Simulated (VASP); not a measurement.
# GaP (I-4m2) in VASP: further runs

Runs on GaP. Level: PBE. Tasks: single point.

All numbers are computed with VASP 6.6.1; they aren't measurements. Logs are shortened: lines on timing, memory, paths and dates and some standing lists are left out, and cuts for length are marked.

### Step 1. The cell of the first run

The structure is tetragonal, space group I-4m2 (No. 119). Conventional cell: a = 3.854 Å, b = 3.854 Å, c = 5.287 Å, α = 90.00°, β = 90.00°, γ = 90.00°. Within 3.1 Å of Ga (site symmetry -4m2) lie 4 P at 2.34 Å. Within 3.1 Å of P (site symmetry -4m2) lie 4 Ga at 2.34 Å.

### Step 2. Single point, PBE (strain -0.0300 x Voigt [0, 1, 0, 0, 0, 0])

INCAR

```
  PREC = Accurate
  ENCUT = 520
  EDIFF = 1E-6
  ISMEAR = 0
  SIGMA = 0.05
  LREAL = False
  LASPH = True
  NELM = 80
  ALGO = Normal
  ISIF = 2
  LWAVE = False
  LCHARG = False
  GGA = PE
  NBANDS = 16
```

KPOINTS

```
Automatic mesh
0
Gamma
  8 8 8
```

POSCAR

```
GaP
1.0
    0.0000000000      2.6434925000      2.7252500000
    2.7252500000      0.0000000000      2.7252500000
    2.7252500000      2.6434925000      0.0000000000
Ga P
1 1
Direct
    0.0000000000      0.0000000000      0.0000000000
    0.7500000000      0.7500000000      0.7500000000
```

Potentials or basis: VASP PAW PBE potentials, release 64 (Ga_d, P).

Command:

```console
cat potpaw_PBE.64/Ga_d/POTCAR potpaw_PBE.64/P/POTCAR > POTCAR
mpirun -np 1 vasp_std > vasp.out
```

OUTCAR:

```text
PREC = Accurate
   ENCUT = 520
   EDIFF = 1E-6
   ISMEAR = 0
   LREAL = False
   LASPH = True
   NELM = 80
   ISIF = 2
   GGA = PE

 ion  position               nearest neighbor table
   1  0.000  0.000  0.000-   2 2.34   2 2.34   2 2.34   2 2.34
   2  0.750  0.750  0.750-   1 2.34   1 2.34   1 2.34   1 2.34

  LATTYP: Found a body centered tetragonal cell.
 ALAT       =     3.8540855109
 C/A-ratio  =     1.3717871555

  Lattice vectors:

 A1 = (   0.0000000000,  -2.6434925000,   2.7252500000)
 A2 = (   0.0000000000,  -2.6434925000,  -2.7252500000)
 A3 = (   2.7252500000,   2.6434925000,   0.0000000000)

Analysis of symmetry for initial positions (statically):
=====================================================================
 Subroutine PRICEL returns:
 Original cell was already a primitive cell.

 Routine SETGRP: Setting up the symmetry group for a
 body centered tetragonal supercell.

 Subroutine GETGRP returns: Found  8 space group operations
 (whereof  8 operations were pure point group operations)
 out of a pool of 16 trial point group operations.

The static configuration has the point symmetry D_2d.

Analysis of symmetry for dynamics (positions and initial velocities):
=====================================================================
 Subroutine PRICEL returns:
 Original cell was already a primitive cell.

 Routine SETGRP: Setting up the symmetry group for a
 body centered tetragonal supercell.

 Subroutine GETGRP returns: Found  8 space group operations
 (whereof  8 operations were pure point group operations)
 out of a pool of 16 trial point group operations.

The dynamic configuration has the point symmetry D_2d.

 Subroutine INISYM returns: Found  8 space group operations
 (whereof  8 operations are pure point group operations),
 and found     1 'primitive' translations

----------------------------------------------------------------------------------------

                                     Primitive cell

  volume of cell :      39.2664

  direct lattice vectors                    reciprocal lattice vectors
     0.000000000  2.643492500  2.725250000    -0.183469406  0.189143718  0.183469406
     2.725250000  0.000000000  2.725250000     0.183469406 -0.189143718  0.183469406
     2.725250000  2.643492500  0.000000000     0.183469406  0.189143718 -0.183469406

  length of vectors
     3.796714390  3.854085511  3.796714390     0.321087826  0.321087826  0.321087826

  position of ions in fractional coordinates (direct lattice)
     0.000000000  0.000000000  0.000000000
     0.750000000  0.750000000  0.750000000

  ion indices of the primitive-cell ions
   primitive index   ion index
                 1           1
                 2           2

----------------------------------------------------------------------------------------

 KPOINTS: Automatic mesh

Automatic generation of k-mesh.
 Grid dimensions read from file:
 generate k-points for:    8    8    8

 Generating k-lattice:

  Cartesian coordinates                     Fractional coordinates (reciprocal lattice)
    -0.022933676  0.023642965  0.022933676     0.125000000  0.000000000  0.000000000
     0.022933676 -0.023642965  0.022933676     0.000000000  0.125000000  0.000000000
     0.022933676  0.023642965 -0.022933676     0.000000000  0.000000000  0.125000000

  Length of vectors
     0.040135978  0.040135978  0.040135978

  Shift w.r.t. Gamma in fractional coordinates (k-lattice)
     0.000000000  0.000000000  0.000000000

 Subroutine IBZKPT returns following result:
 ===========================================

 Found     59 irreducible k-points:

 Following reciprocal coordinates:
            Coordinates               Weight
  0.000000  0.000000  0.000000      1.000000
  0.125000  0.000000  0.000000      8.000000
  0.250000  0.000000  0.000000      8.000000
  0.375000  0.000000  0.000000      8.000000
  0.500000  0.000000  0.000000      4.000000
  0.125000  0.125000  0.000000      4.000000
[... 16 lines left out ...]
  0.250000  0.000000  0.125000      8.000000
  0.375000  0.000000  0.125000      8.000000
 [... further k-points ...]
   k-points           NKPTS =     59   k-points in BZ     NKDIM =     59   number of bands    NBANDS=     16
   number of dos      NEDOS =    301   number of ions     NIONS =      2
   total plane-waves  NPLWV =  23520
   dimension x,y,z NGX =    28 NGY =   30 NGZ =   28
   dimension x,y,z NGXF=    56 NGYF=   60 NGZF=   56
   ions per type =               1   1
   NGX,Y,Z   is equivalent  to a cutoff of  12.26, 12.94, 12.26 a.u.
   NGXF,Y,Z  is equivalent  to a cutoff of  24.52, 25.88, 24.52 a.u.
 SYSTEM =  unknown system
   PREC   = accura    normal or accurate (medium, high low for compatibility)
   ISTART =      0    job   : 0-new  1-cont  2-samecut
   ICHARG =      2    charge: 1-file 2-atom 10-const
   ISPIN  =      1    spin polarized calculation?
   LNONCOLLINEAR =      F non collinear calculations
   LSORBIT =      F    spin-orbit coupling
   LASPH  =      T    aspherical Exc in radial PAW
   ENCUT  =  520.0 eV  38.22 Ry    6.18 a.u.   7.06  7.17  7.06*2*pi/ulx,y,z
   NELM   =     80;   NELMIN=  2; NELMDL= -5     # of ELM steps
   EDIFF  = 0.1E-05   stopping-criterion for ELM
   LREAL  =      F    real-space projection
   EDIFFG = 0.1E-04   stopping-criterion for IOM
   NSW    =      0    number of steps for IOM
   IBRION =     -1    ionic relax: 0-MD 1-quasi-New 2-CG
   NFREE  =      0    steps in history (QN), initial steepest desc. (CG)
   ISIF   =      2    stress and relaxation
   ISYM   =      2    0-nonsym 1-usesym 2-fastsym
   POTIM  = 0.5000    time-step for ionic-motion
   TEBEG  =    0.0;   TEEND  =   0.0 temperature during run
   PSTRESS=    0.0 pullay stress
   NELECT =      18.0000    total number of electrons
   NUPDOWN=      -1.0000    fix difference up-down
   EMIN   =  10.00;   EMAX   =-10.00  energy-range for DOS
   EFERMI =   0.00;   METHOD = LEGACY
   ISMEAR =     0;   SIGMA  =   0.05  broadening in eV -4-tet -1-fermi 0-gaus
   EFERMI_NEDOS =   21; number of points for ismear=-14 and -15
   IALGO  =     38    algorithm
   IMIX   =      4    mixing-type and parameters
     AMIX     =   0.40;   BMIX     =  1.00
     AMIX_MAG =   1.60;   BMIX_MAG =  1.00
  volume/ion in A,a.u.               =      19.63       132.49
  Fermi-wavevector in a.u.,A,eV,Ry     =   1.262289  2.385380 21.679157  1.593373
  Thomas-Fermi vector in A             =   2.395705
   LORBIT       =      0    0 simple, 1 ext, 2 COOP (PROOUT), +10 PAW based schemes
   GGA     = PE    functional components
   LHFCALC =     F    Hartree Fock is set to
   AEXX    =    0.0000 exact exchange contribution
   IVDW    =     0    specifies the selected vdW correction
   LEPSILON=     F    determine dielectric tensor
   LRPA    =     F    only Hartree local field effects (RPA)
 non-spin polarized calculation
 Gauss-broadening in eV      SIGMA  =   0.05
  energy-cutoff  :      520.00
  volume of cell :       39.27
 maximum number of plane-waves:      1078
   NGX = 15   NGY = 15   NGZ = 15

 number of electron      17.9999995 magnetization

 Free energy of the ion-electron system (eV)
  ---------------------------------------------------
  ext. energy  EPLUGINS =         0.00000000
  ---------------------------------------------------
  free energy    TOTEN  =        -9.08142903 eV

  energy without entropy =       -9.08142903  energy(sigma->0) =       -9.08142903

 E-fermi :   5.3579     XC(G=0):  -9.9736

 val. band max:        5.0792877655   @ k =   0.0000   0.0000   0.0000
 cond. band min:       6.3746222865   @ k =   0.3750   0.0000   0.3750
 fundamental gap:      1.2953345210
 Fermi energy:         5.3578754660

 k-point     1 :       0.0000    0.0000    0.0000
  band No.  band energies     occupation
      1      -9.6408      2.00000
      2      -9.6408      2.00000
      3      -9.6316      2.00000
      4      -9.5311      2.00000
      5      -9.5266      2.00000
      6      -7.7545      2.00000
[... 8 lines left out ...]
     15      14.5200      0.00000
     16      15.0609      0.00000

 k-point     2 :       0.1250    0.0000    0.0000
  band No.  band energies     occupation
      1      -9.6543      2.00000
      2      -9.6356      2.00000
      3      -9.6290      2.00000
      4      -9.5314      2.00000
      5      -9.5263      2.00000
      6      -7.5435      2.00000
[... 8 lines left out ...]
     15      14.3219      0.00000
     16      14.8452      0.00000

 k-point     3 :       0.2500    0.0000    0.0000
  band No.  band energies     occupation
      1      -9.6882      2.00000
      2      -9.6244      2.00000
      3      -9.6186      2.00000
      4      -9.5308      2.00000
      5      -9.5239      2.00000
      6      -6.9459      2.00000
[... 8 lines left out ...]
     15      14.0163      0.00000
     16      15.0343      0.00000

 k-point     4 :       0.3750    0.0000    0.0000
  band No.  band energies     occupation
      1      -9.7184      2.00000
      2      -9.6160      2.00000
      3      -9.6103      2.00000
      4      -9.5276      2.00000
      5      -9.5187      2.00000
      6      -6.1076      2.00000
[... 8 lines left out ...]
     15      15.2816      0.00000
     16      15.2896      0.00000
[... 324 lines left out ...]
 k-point    22 :       0.1250    0.0000    0.1250
  band No.  band energies     occupation
      1      -9.6585      2.00000
      2      -9.6305      2.00000
      3      -9.6305      2.00000
      4      -9.5365      2.00000
      5      -9.5227      2.00000
      6      -7.4633      2.00000
[... 8 lines left out ...]
     15      14.7818      0.00000
     16      15.2932      0.00000

 k-point    23 :       0.2500    0.0000    0.1250
  band No.  band energies     occupation
      1      -9.6878      2.00000
      2      -9.6193      2.00000
      3      -9.6187      2.00000
      4      -9.5407      2.00000
      5      -9.5186      2.00000
      6      -6.9852      2.00000
[... 8 lines left out ...]
     15      14.9031      0.00000
     16      16.2494      0.00000

 k-point    24 :       0.3750    0.0000    0.1250
  band No.  band energies     occupation
      1      -9.7162      2.00000
      2      -9.6100      2.00000
      3      -9.6091      2.00000
      4      -9.5396      2.00000
      5      -9.5145      2.00000
      6      -6.2049      2.00000
[... 8 lines left out ...]
     15      15.9861      0.00000
     16      16.0034      0.00000

 [... further k-points ...]

------------------------ aborting loop because EDIFF is reached ----------------------------------------

  FORCE on cell =-STRESS in cart. coord.  units (eV):
  Direction    XX          YY          ZZ          XY          YZ          ZX
  --------------------------------------------------------------------------------------
  -------------------------------------------------------------------------------------
  Total        1.1112807      1.6287430      1.1112807      0.0000000      0.0000000      0.0000000
  in kB       45.3433478     66.4572512     45.3433478      0.0000000      0.0000000      0.0000000
  external PRESSURE =      52.3813156 kB  Pullay stress =       0.0000000 kB

 VOLUME and BASIS-vectors are now :
 -----------------------------------------------------------------------------
  energy-cutoff  :      520.00
  volume of cell :       39.27
      direct lattice vectors                 reciprocal lattice vectors
     0.000000000  2.643492500  2.725250000    -0.183469406  0.189143718  0.183469406
     2.725250000  0.000000000  2.725250000     0.183469406 -0.189143718  0.183469406
     2.725250000  2.643492500  0.000000000     0.183469406  0.189143718 -0.183469406

 POSITION                                       TOTAL-FORCE (eV/Angst)
 -----------------------------------------------------------------------------------
      0.00000      0.00000      0.00000         0.000000      0.000000     -0.000000
      4.08788      3.96524      4.08788        -0.000000      0.000000      0.000000
 -----------------------------------------------------------------------------------
    total drift:                                0.000001     -0.000005      0.000001

  FREE ENERGIE OF THE ION-ELECTRON SYSTEM (eV)
  ---------------------------------------------------
  free  energy   TOTEN  =        -9.0814290287 eV

  energy  without entropy=       -9.0814290287  energy(sigma->0) =       -9.08142903
```

Wall time 70 s (1 thread of AMD EPYC 7R13, shared host); peak memory 0.15 GiB.

Results:

```
Free energy            : -9.0814 eV
Pressure               : 5.2 GPa
Band gap on the k mesh : 1.30 eV, indirect (least direct gap 1.96 eV)
```

Levels at points of the mesh, in eV from the valence-band top:
```tsv
k point	band 7	band 8	band 9	band 10	band 11	band 12
(0.00, 0.00, 0.00)	-0.17	-0.17	0.00	1.96	3.73	3.80
(0.50, 0.00, 0.00)	-6.92	-1.40	-1.15	1.63	4.48	4.75
(0.50, 0.50, 0.00)	-7.08	-2.84	-2.81	1.55	1.78	10.64
(0.50, 0.00, 0.50)	-6.87	-3.04	-3.04	1.34	1.48	10.70
```

Caveat: the cell differs from its parent crystal (strain -0.0300 x Voigt [0, 1, 0, 0, 0, 0]). A k mesh can miss the band edges.

### Step 3. Single point, PBE (strain -0.0200 x Voigt [0, 1, 0, 0, 0, 0])

INCAR

```
PREC = Accurate
ENCUT = 520
EDIFF = 1E-6
ISMEAR = 0
SIGMA = 0.05
LREAL = False
LASPH = True
NELM = 60
ALGO = Normal
ISIF = 2
LWAVE = False
LCHARG = False
GGA = PE
NBANDS = 16
```

KPOINTS

```
regular mesh
0
Gamma
  8 8 8
```

POSCAR

```
GaP
1.0
    0.0000000000      2.6707450000      2.7252500000
    2.7252500000      0.0000000000      2.7252500000
    2.7252500000      2.6707450000      0.0000000000
Ga P
1 1
Direct
    0.0000000000      0.0000000000      0.0000000000
    0.7500000000      0.7500000000      0.7500000000
```

Potentials or basis: VASP PAW PBE potentials, release 64 (Ga_d, P).

Command:

```console
cat potpaw_PBE.64/Ga_d/POTCAR potpaw_PBE.64/P/POTCAR > POTCAR
mpirun -np 1 vasp_std > vasp.out
```

OUTCAR:

```text
PREC = Accurate
   ENCUT = 520
   EDIFF = 1E-6
   ISMEAR = 0
   LREAL = False
   LASPH = True
   NELM = 60
   ISIF = 2
   GGA = PE

 ion  position               nearest neighbor table
   1  0.000  0.000  0.000-   2 2.34   2 2.34   2 2.34   2 2.34
   2  0.750  0.750  0.750-   1 2.34   1 2.34   1 2.34   1 2.34

  LATTYP: Found a body centered tetragonal cell.
 ALAT       =     3.8540855109
 C/A-ratio  =     1.3859292911

  Lattice vectors:

 A1 = (   0.0000000000,  -2.6707450000,   2.7252500000)
 A2 = (   0.0000000000,  -2.6707450000,  -2.7252500000)
 A3 = (   2.7252500000,   2.6707450000,   0.0000000000)

Analysis of symmetry for initial positions (statically):
=====================================================================
 Subroutine PRICEL returns:
 Original cell was already a primitive cell.

 Routine SETGRP: Setting up the symmetry group for a
 body centered tetragonal supercell.

 Subroutine GETGRP returns: Found  8 space group operations
 (whereof  8 operations were pure point group operations)
 out of a pool of 16 trial point group operations.

The static configuration has the point symmetry D_2d.

Analysis of symmetry for dynamics (positions and initial velocities):
=====================================================================
 Subroutine PRICEL returns:
 Original cell was already a primitive cell.

 Routine SETGRP: Setting up the symmetry group for a
 body centered tetragonal supercell.

 Subroutine GETGRP returns: Found  8 space group operations
 (whereof  8 operations were pure point group operations)
 out of a pool of 16 trial point group operations.

The dynamic configuration has the point symmetry D_2d.

 Subroutine INISYM returns: Found  8 space group operations
 (whereof  8 operations are pure point group operations),
 and found     1 'primitive' translations

----------------------------------------------------------------------------------------

[... 111 lines left out ...]
     AMIX     =   0.40;   BMIX     =  1.00
     AMIX_MAG =   1.60;   BMIX_MAG =  1.00
  volume/ion in A,a.u.               =      19.84       133.86
  Fermi-wavevector in a.u.,A,eV,Ry     =   1.257981  2.377239 21.531428  1.582515
  Thomas-Fermi vector in A             =   2.391613
   LORBIT       =      0    0 simple, 1 ext, 2 COOP (PROOUT), +10 PAW based schemes
   GGA     = PE    functional components
   LHFCALC =     F    Hartree Fock is set to
   AEXX    =    0.0000 exact exchange contribution
   IVDW    =     0    specifies the selected vdW correction
   LEPSILON=     F    determine dielectric tensor
   LRPA    =     F    only Hartree local field effects (RPA)
 non-spin polarized calculation
 Gauss-broadening in eV      SIGMA  =   0.05
  energy-cutoff  :      520.00
  volume of cell :       39.67
 maximum number of plane-waves:      1086
   NGX = 15   NGY = 15   NGZ = 15

 number of electron      17.9999996 magnetization

 Free energy of the ion-electron system (eV)
  ---------------------------------------------------
  ext. energy  EPLUGINS =         0.00000000
  ---------------------------------------------------
  free energy    TOTEN  =        -9.09657284 eV

  energy without entropy =       -9.09657284  energy(sigma->0) =       -9.09657284

 E-fermi :   5.2103     XC(G=0):  -9.9259

 val. band max:        4.9350164471   @ k =   0.0000   0.0000   0.0000
 cond. band min:       6.3472574980   @ k =   0.3750   0.0000   0.3750
 fundamental gap:      1.4122410510
 Fermi energy:         5.2103198785

 k-point     1 :       0.0000    0.0000    0.0000
  band No.  band energies     occupation
      1      -9.7279      2.00000
      2      -9.7279      2.00000
      3      -9.7217      2.00000
      4      -9.6215      2.00000
      5      -9.6185      2.00000
      6      -7.7838      2.00000
[... 433 lines left out ...]
      3      -9.6972      2.00000
      4      -9.6290      2.00000
      5      -9.6075      2.00000
      6      -6.2639      2.00000
[... 8 lines left out ...]
     15      15.8261      0.00000
     16      15.8330      0.00000

 [... further k-points ...]

------------------------ aborting loop because EDIFF is reached ----------------------------------------

  FORCE on cell =-STRESS in cart. coord.  units (eV):
  Direction    XX          YY          ZZ          XY          YZ          ZX
  --------------------------------------------------------------------------------------
  -------------------------------------------------------------------------------------
  Total        0.9350575      1.2898247      0.9350575     -0.0000000     -0.0000000      0.0000000
  in kB       37.7636337     52.0914171     37.7636337     -0.0000000     -0.0000000      0.0000000
  external PRESSURE =      42.5395615 kB  Pullay stress =       0.0000000 kB

 VOLUME and BASIS-vectors are now :
 -----------------------------------------------------------------------------
  energy-cutoff  :      520.00
  volume of cell :       39.67
      direct lattice vectors                 reciprocal lattice vectors
     0.000000000  2.670745000  2.725250000    -0.183469406  0.187213680  0.183469406
     2.725250000  0.000000000  2.725250000     0.183469406 -0.187213680  0.183469406
     2.725250000  2.670745000  0.000000000     0.183469406  0.187213680 -0.183469406

 POSITION                                       TOTAL-FORCE (eV/Angst)
 -----------------------------------------------------------------------------------
      0.00000      0.00000      0.00000        -0.000000      0.000000     -0.000000
      4.08788      4.00612      4.08788         0.000000      0.000000      0.000000
 -----------------------------------------------------------------------------------
    total drift:                               -0.000000     -0.000009     -0.000000

  FREE ENERGIE OF THE ION-ELECTRON SYSTEM (eV)
  ---------------------------------------------------
  free  energy   TOTEN  =        -9.0965728426 eV

  energy  without entropy=       -9.0965728426  energy(sigma->0) =       -9.09657284
```

It took 64 s on 1 thread of AMD EPYC 7R13, shared host; peak memory 0.15 GiB.

What came out:

```yaml
Free_energy: -9.0966 eV
Pressure: 4.3 GPa
Band_gap_on_the_k_mesh: 1.41 eV, indirect (least direct gap 1.92 eV)
```

Stress tensor (GPa, compression positive):
```
3.78 0.00 0.00
0.00 5.21 0.00
0.00 0.00 3.78
```

Caveat: the cell differs from its parent crystal (strain -0.0200 x Voigt [0, 1, 0, 0, 0, 0]). A k mesh can miss the band edges.

(Part 1 of 2 ends here.)
